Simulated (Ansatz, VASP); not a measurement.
One calculation of HfH2, two programs

Contents of INCAR:

```
  PREC = Accurate
  ENCUT = 520
  EDIFF = 1E-6
  ISMEAR = -1
  SIGMA = 0.03
  LREAL = False
  LASPH = True
  NELM = 80
  ALGO = Normal
  ISIF = 2
  LWAVE = False
  LCHARG = False
  NBANDS = 13
```

The input KPOINTS:

```
regular mesh
0
Gamma
  12 12 12
```

File POSCAR:

```
HfH2
1.0
   -1.7390000000      1.7390000000      2.1586950000
    1.7390000000     -1.7390000000      2.1586950000
    1.7390000000      1.7390000000     -2.1586950000
Hf H
1 2
Direct
    0.0000000000      0.0000000000      0.0000000000
    0.7500000000      0.2500000000      0.5000000000
    0.2500000000      0.7500000000      0.5000000000
```

Input for Ansatz:

```yaml
crystal:
  lattice:
    - [-1.739, 1.739, 2.158695]
    - [1.739, -1.739, 2.158695]
    - [1.739, 1.739, -2.158695]
  atoms:
    - { symbol: Hf, position: [0.0, 0.0, 0.0] }
    - { symbol: H, position: [0.75, 0.25, 0.5] }
    - { symbol: H, position: [0.25, 0.75, 0.5] }
kpoints:
  mp_grid: { grid: [12, 12, 12] }
  band_path:
    path:
      - [0.0, 0.0, 0.0]
      - [0.0, 0.0, 0.5]
      - [0.25, 0.25, 0.25]
      - [0.0, 0.5, 0.0]
      - [0.0, 0.0, 0.0]
      - [0.5, 0.5, -0.5]
      - [0.4122395008, 0.5877604992, -0.4122395008]
      - [-0.4122395008, 0.4122395008, 0.4122395008]
      - [0.0, 0.0, 0.0]
    npoints: 5
scf:
  occupations: { method: fermi_dirac, width: 0.03 }
hamiltonian:
  xc: lda
  pseudopotentials: { kind: all_electron, lapw: { basis_error: 0.0005 } }
output:
  forces: true
  stress: true
  eigenvalues: true
```

Change from the starting cell: zz strain of -1 %.

Alike in both runs: task single point; functional LDA; k mesh 12 × 12 × 12; occupations fermi-dirac, width 0.03 eV; no spin polarisation.

|  | VASP | Ansatz |
| --- | --- | --- |
| version | VASP 6.6.1 | Ansatz 0.2.0 |
| potentials or method | VASP PAW LDA potentials, release 64 (Hf_pv, H), cutoff 520 eV | all-electron LAPW, scalar-relativistic |

VASP gave:

```
pressure (GPa)                                                : -7.2
traceless stress, the component that is largest in VASP (GPa) : -0.42
```

Which values does Ansatz return?

Pressure (GPa): -7.1; traceless stress, the component that is largest in VASP (GPa): -0.43.

LDA's correlation is that of Perdew and Zunger in VASP and of Perdew and Wang (1992) in Ansatz. Ansatz ran all-electron here, and VASP with PAW potentials.

Neither program's run includes spin-orbit coupling.
